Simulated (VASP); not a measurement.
A run of VASP 6.6.1 is set up as follows.

The input INCAR:

```
PREC = Accurate
ENCUT = 520
EDIFF = 1E-7
ISMEAR = 0
SIGMA = 0.15
LREAL = False
LASPH = True
NELM = 60
ALGO = Fast
ISIF = 2
LWAVE = False
LCHARG = False
GGA = PE
NBANDS = 61
```

File KPOINTS:

```
regular mesh
0
Gamma
  6 6 12
```

POSCAR

```
Si2W3
1.0
    6.6300342967      0.0000000000      0.0000000000
    0.0000000000      6.6300342967      0.0000000000
    0.0000000000      0.0000000000      3.3123213826
Si W
4 6
Direct
    0.1351320113      0.6351320113      0.0000000000
    0.8666660341      0.3666660341      0.0000000000
    0.6315666872      0.8631007100      0.0000000000
    0.3631007100      0.1315666872      0.0000000000
    0.5000814045      0.5003358840      0.0000000000
    0.0003358840      0.0000814045      0.0000000000
    0.6596216789      0.1596216789      0.5000000000
    0.3405977397      0.8405977397      0.5000000000
    0.1594636009      0.3404396617      0.5000000000
    0.8404396617      0.6594636009      0.5000000000
```

Potentials or basis: VASP PAW PBE potentials, release 64 (Si, W_sv).

The run is started by

```bash
$ cat potpaw_PBE.64/Si/POTCAR potpaw_PBE.64/W_sv/POTCAR > POTCAR
$ mpirun -np 1 vasp_std > vasp.out
```

What does it give for the band gap on the k mesh?

Zero (bands 50 and 51 overlap by 1.66 eV).

Estimate the pressure.

0.2 GPa.

Stress tensor (GPa, compression positive):
```
0.14 0.01 0.00
0.01 0.14 0.00
0.00 0.00 0.37
```

Caveat: the cell differs from its parent crystal (atoms displaced along a vibrational mode); spin-orbit coupling is left out, which moves the levels of the heavy elements.
